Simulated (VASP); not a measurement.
**Pt: relaxation of cell and atoms with r2SCAN**

Crystal: Pt.

```xyz
1
Lattice="0.0000 1.9701 1.9701 1.9701 0.0000 1.9701 1.9701 1.9701 0.0000" Properties=species:S:1:pos:R:3 pbc="T T T"
Pt    0.0000    0.0000    0.0000
```

```json
{"Program": "VASP 6.6.1", "Task": "relaxation of cell and atoms", "Functional": "r2SCAN", "Potentials or basis": "VASP PAW PBE potentials, release 64 (Pt)", "Cutoff": "600 eV", "k mesh": "24 × 24 × 24", "Occupations": "fermi-dirac, width 0.05 eV", "Spin": "no spin polarisation", "Target pressure": "10 GPa", "Dipole correction": "no", "Further INCAR settings": "ALGO = Normal; EDIFF = 1e-06; IBRION = 2; EDIFFG = -0.002; NSW = 100; ISIF = 3"}
```

| Item | Value |
| --- | --- |
| Relaxed volume | 14.83 Å³/atom |
| Relaxed cell | a = 2.758 Å, b = 2.758 Å, c = 2.758 Å, α = 60.00°, β = 60.00°, γ = 60.00° |
| Space group after relaxing (to 0.1 Å) | Fm-3m (No. 225) |
| Energy change on relaxing (the run minimises the enthalpy) | +15.0 meV/atom |
| Ionic steps | 7 |
| Pressure after relaxing | 10.0 GPa |
| Band gap on the k mesh | zero (bands 5 and 6 overlap by 2.45 eV) |

Step by step:
```csv
step,energy change (eV),largest force (eV/Å),pressure (GPa),volume (Å³)
1,0.0000,0.0000,0.77,15.29
2,0.2693,0.0000,52.07,13.43
3,0.0139,0.0000,9.60,14.85
4,0.0149,0.0000,9.95,14.83
5,0.0154,0.0000,10.22,14.83
6,0.0132,0.0000,9.31,14.86
7,0.0150,0.0000,10.00,14.83
```

Final structure:
```xyz
1
Lattice="0.0000 1.9501 1.9501 1.9501 0.0000 1.9501 1.9501 1.9501 0.0000" Properties=species:S:1:pos:R:3 pbc="T T T"
Pt    0.0000    0.0000    0.0000
```

Levels at points of the mesh, in eV from the Fermi level:
```csv
k point,band 3,band 4,band 5,band 6,band 7,band 8
"(0.00, 0.00, 0.00)",-4.01,-4.01,-1.79,-1.79,15.44,20.72
"(0.50, 0.00, 0.00)",-4.12,-0.36,0.04,0.04,6.31,15.10
"(0.50, 0.50, 0.00)",-0.04,0.55,0.55,1.93,9.55,12.09
```

Wall time 5.7 min on 1 thread of Intel(R) Xeon(R) 6975P-C (Granite Rapids) (shared host), peak memory 0.24 GiB.

Caveat: the cell is relaxed towards a set pressure, so the run minimises the enthalpy, not the energy; the PAW data sets were made with another functional, which shifts forces and pressure a little; spin-orbit coupling is left out, which moves the levels of the heavy elements.
